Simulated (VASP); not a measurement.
# ZnCd2Te2 in VASP: notebook, part 2 of 2

VASP 6.6.1.

## 5. Single point, LDA

INCAR

```
SYSTEM = ZnCd2Te2
ALGO = Normal
DIPOL = 0.5 0.5 0.359
EDIFF = 1E-6
ENCUT = 520
IDIPOL = 3
ISIF = 2
ISMEAR = 0
LASPH = .TRUE.
LCHARG = .TRUE.
LDIPOL = .TRUE.
LELF = .TRUE.
LREAL = .FALSE.
LVACPOTAV = .TRUE.
LVHAR = .TRUE.
LWAVE = .FALSE.
NBANDS = 32
NELM = 100
PREC = Accurate
SIGMA = 0.05
```

KPOINTS

```
k-points
0
G
  6 6 1
  0 0 0
```

POSCAR

```
ZnCd2Te2
1.0
    4.5325544674      0.0000000000      0.0000000000
   -2.2662772337      3.9253073128      0.0000000000
    0.0000000000      0.0000000000     19.8672286441
Te Cd Zn
2 2 1
Direct
    0.0000000000      0.0000000000      0.2013365866
    0.3333333333      0.6666666667      0.3964595968
    0.3333333333      0.6666666667      0.2479059306
    0.6666666667      0.3333333333      0.4211573136
    0.8888888889      1.0000000000      0.5292183297
```

Potentials or basis: VASP PAW LDA potentials, release 64 (Te, Cd, Zn).

Launch:

```bash
> cat potpaw_LDA.64/Te/POTCAR potpaw_LDA.64/Cd/POTCAR potpaw_LDA.64/Zn/POTCAR > POTCAR
> mpirun -np 1 vasp_std > vasp.out
```

OUTCAR:

```text
SYSTEM = ZnCd2Te2
   EDIFF = 1E-6
   ENCUT = 520
   ISIF = 2
   ISMEAR = 0
   LASPH = .TRUE.
   LREAL = .FALSE.
   NELM = 100
   PREC = Accurate

 ion  position               nearest neighbor table
   1  0.000  0.000  0.201-   3 2.78   3 2.78   3 2.78
   2  0.333  0.667  0.396-   4 2.66   4 2.66   4 2.66   3 2.95
   3  0.333  0.667  0.248-   1 2.78   1 2.78   1 2.78   2 2.95
   4  0.667  0.333  0.421-   2 2.66   2 2.66   2 2.66   5 3.07
   5  0.889  0.000  0.529-   4 3.07

  LATTYP: Found a hexagonal cell.
 ALAT       =     4.5325544674
 C/A-ratio  =     4.3832299837

  Lattice vectors:

 A1 = (   4.5325544674,   0.0000000000,   0.0000000000)
 A2 = (  -2.2662772337,   3.9253073128,   0.0000000000)
 A3 = (   0.0000000000,   0.0000000000,  19.8672286441)

Analysis of symmetry for initial positions (statically):
=====================================================================
 Subroutine PRICEL returns:
 Original cell was already a primitive cell.

 Routine SETGRP: Setting up the symmetry group for a
 hexagonal supercell.

 Subroutine GETGRP returns: Found  1 space group operations
 (whereof  1 operations were pure point group operations)
 out of a pool of 24 trial point group operations.

The static configuration has the point symmetry C_1 .

Analysis of symmetry for dynamics (positions and initial velocities):
=====================================================================
 Subroutine PRICEL returns:
 Original cell was already a primitive cell.

 Routine SETGRP: Setting up the symmetry group for a
 hexagonal supercell.

 Subroutine GETGRP returns: Found  1 space group operations
 (whereof  1 operations were pure point group operations)
 out of a pool of 24 trial point group operations.

The dynamic configuration has the point symmetry C_1 .

[... 121 lines left out ...]
  Fermi-wavevector in a.u.,A,eV,Ry     =   0.841467  1.590143  9.633840  0.708067
  Thomas-Fermi vector in A             =   1.956017
   LORBIT       =      0    0 simple, 1 ext, 2 COOP (PROOUT), +10 PAW based schemes
   GGA     = CA    functional components
   LHFCALC =     F    Hartree Fock is set to
   AEXX    =    0.0000 exact exchange contribution
   IVDW    =     0    specifies the selected vdW correction
   LEPSILON=     F    determine dielectric tensor
   LRPA    =     F    only Hartree local field effects (RPA)
 non-spin polarized calculation
 Gauss-broadening in eV      SIGMA  =   0.05
  energy-cutoff  :      520.00
  volume of cell :      353.47
 maximum number of plane-waves:      9583
 NGX is ok and might be reduce to    36
   NGX = 17   NGY = 17   NGZ = 73

 dipolmoment           0.000000      0.000000      0.000002 electrons x Angstroem

 number of electron      47.9999995 magnetization

 dipolmoment           0.000000      0.000000     -0.169359 electrons x Angstroem

 Free energy of the ion-electron system (eV)
  ---------------------------------------------------
  ext. energy  EPLUGINS =         0.00000000
  ---------------------------------------------------
  free energy    TOTEN  =       -11.37823003 eV

  energy without entropy =      -11.37661305  energy(sigma->0) =      -11.37742154

 E-fermi :  -1.5912     XC(G=0):  -4.7081

 val. band max:       -1.7369140014   @ k =   0.0000   0.0000   0.0000
 cond. band min:      -1.5911494377   @ k =   0.0000   0.0000   0.0000
 fundamental gap:      0.1457645637
 Fermi energy:        -1.5912189793

 k-point     1 :       0.0000    0.0000    0.0000
  band No.  band energies     occupation
      1     -14.4375      2.00000
      2     -12.2267      2.00000
      3     -11.6599      2.00000
      4     -11.6533      2.00000
      5     -11.2401      2.00000
      6     -11.2170      2.00000
[... 689 lines left out ...]
     31       3.6592      0.00000
     32       3.9804      0.00000

------------------------ aborting loop because EDIFF is reached ----------------------------------------

  FORCE on cell =-STRESS in cart. coord.  units (eV):
  Direction    XX          YY          ZZ          XY          YZ          ZX
  --------------------------------------------------------------------------------------
  -------------------------------------------------------------------------------------
  Total        0.6488911      0.8137794     -0.2258055      0.3079437      0.1451714      0.2181519
  in kB        2.9412263      3.6886149     -1.0235075      1.3958154      0.6580177      0.9888164
  external PRESSURE =       1.8687779 kB  Pullay stress =       0.0000000 kB

 VOLUME and BASIS-vectors are now :
 -----------------------------------------------------------------------------
  energy-cutoff  :      520.00
  volume of cell :      353.47
      direct lattice vectors                 reciprocal lattice vectors
     4.532554467  0.000000000  0.000000000     0.220626141  0.127378562  0.000000000
    -2.266277234  3.925307313  0.000000000     0.000000000  0.254757124  0.000000000
     0.000000000  0.000000000 19.867228644     0.000000000  0.000000000  0.050334147

 POSITION                                       TOTAL-FORCE (eV/Angst)
 -----------------------------------------------------------------------------------
      0.00000      0.00000      4.00000        -0.001114     -0.006038      0.366311
     -0.00000      2.61687      7.87655        -0.110310     -0.050346     -0.471586
     -0.00000      2.61687      4.92520        -0.002950     -0.002305     -0.327171
      2.26628      1.30844      8.36723         0.045103      0.018613      0.424512
      4.02894      0.00000     10.51410         0.069270      0.040076      0.007934
 -----------------------------------------------------------------------------------
    total drift:                               -0.000021     -0.000020     -0.001142

  FREE ENERGIE OF THE ION-ELECTRON SYSTEM (eV)
  ---------------------------------------------------
  free  energy   TOTEN  =       -11.3782300265 eV

  energy  without entropy=      -11.3766130497  energy(sigma->0) =      -11.37742154

 vacuum level on the upper side and lower side of the slab         2.508         4.230
```

Run time: 7.4 min. Hardware: 1 thread of Intel Xeon 6975P-C, shared host; peak memory 0.51 GiB.

What came out:

- Free energy: -11.3782 eV
- Largest force: 0.487 eV/Å
- Band gap on the k mesh: zero (filled and empty bands touch)

Forces on the atoms (eV/Å):
```
Te  -0.001 -0.006  0.366
Te  -0.110 -0.050 -0.472
Cd  -0.003 -0.002 -0.327
Cd   0.045  0.019  0.425
Zn   0.069  0.040  0.008
```

Caveat: spin-orbit coupling is left out, which moves the levels of the heavy elements.
